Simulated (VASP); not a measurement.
Runs of VASP 6.6.1 on Pt. The structure is that of space group P6/mmm (No. 191), or close to it. The cells are those of the table. 

```csv
task,cell,cutoff (eV),gap on the mesh (eV),pressure (GPa)
relaxation of shape and atoms at fixed volume,"relaxed from a = 3.927, b = 3.927, c = 2.340 Å, angles 90.0, 90.0, 120.0°, 3 atoms",600,none,311.5
single point,"a = 4.120, b = 4.120, c = 2.454 Å, angles 90.0, 90.0, 120.0°, 3 atoms",520,none,(a)
relaxation of cell and atoms,"relaxed from a = 4.440, b = 4.440, c = 2.753 Å, angles 90.0, 90.0, 120.0°, 3 atoms",600,none,0.0
single point,"a = 4.533, b = 4.533, c = 2.701 Å, angles 90.0, 90.0, 120.0°, 3 atoms",520,none,-0.5
```

Alike in all rows: level PBE; potentials or basis VASP PAW PBE potentials, release 64 (Pt); no spin polarisation; k mesh 9 × 9 × 12; smearing fermi-dirac 0.08 eV.

**Question.** Estimate the missing entries.

**Answer.** (a) 144.1.

Caveats: spin-orbit coupling is left out, which moves the levels of the heavy elements.

A k mesh can miss the band edges, and the runs leave out spin-orbit coupling on Pt.

A gap of «none» marks levels without a gap at the run's occupations.
